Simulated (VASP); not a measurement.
Here is a VASP 6.6.1 calculation.

POSCAR

```
BiP2Ir2
1.0
    0.0000000000      3.8988170000      0.0000000000
    3.8988170000      0.0000000000      0.0000000000
    1.9494090000      1.9494090000     -6.5177710000
Bi Ir P
1 2 2
Direct
    0.0000000000      0.0000000000      0.0000000000
    0.7500000000      0.2500000000      0.5000000000
    0.2500000000      0.7500000000      0.5000000000
    0.3600000000      0.3600000000      0.2800000000
    0.6400000000      0.6400000000      0.7200000000
```

INCAR.step1

```
SYSTEM = BiP2Ir2
PREC = Accurate
ENCUT = 520
ISMEAR = 0
SIGMA = 0.0132
LREAL = .FALSE.
LASPH = .TRUE.
NELM = 100
NBANDS = 30
GGA = PE
ALGO = Normal
EDIFF = 1E-4
LWAVE = .TRUE.
LCHARG = .FALSE.
```

The input INCAR.step2:

```
SYSTEM = BiP2Ir2
PREC = Accurate
ENCUT = 520
EDIFF = 1E-6
ISMEAR = 0
SIGMA = 0.0132
LREAL = .FALSE.
LASPH = .TRUE.
NELM = 100
ALGO = Normal
ISIF = 2
LWAVE = .FALSE.
LCHARG = .FALSE.
METAGGA = R2SCAN
LMIXTAU = .TRUE.
NBANDS = 30
ISTART = 1
```

The input KPOINTS:

```
regular mesh
0
G
  7 7 7
  0 0 0
```

Potentials or basis: VASP PAW PBE potentials, release 64 (Bi_d, Ir, P).

Run with:

```console
$ cat potpaw_PBE.64/Bi_d/POTCAR potpaw_PBE.64/Ir/POTCAR potpaw_PBE.64/P/POTCAR > POTCAR
$ cp INCAR.step1 INCAR
$ mpirun -np 1 vasp_std > vasp.out
$ cp INCAR.step2 INCAR
$ mpirun -np 1 vasp_std > vasp.out
```

**Question.** Estimate the band gap on the k mesh.

**Answer.** Zero (an odd number of electrons rules out a gap without spin polarisation).

**Question.** Estimate the largest force.

**Answer.** 1.631 eV/Å.

**Question.** Estimate the pressure.

**Answer.** -6.7 GPa.

Stress tensor (GPa, compression positive):
```
-5.97  0.00  0.00
 0.00 -5.97  0.00
 0.00  0.00 -8.05
```

Caveat: the cell stands under tension; the PAW data sets were made with another functional, which shifts forces and pressure a little; spin-orbit coupling is left out, which moves the levels of the heavy elements.
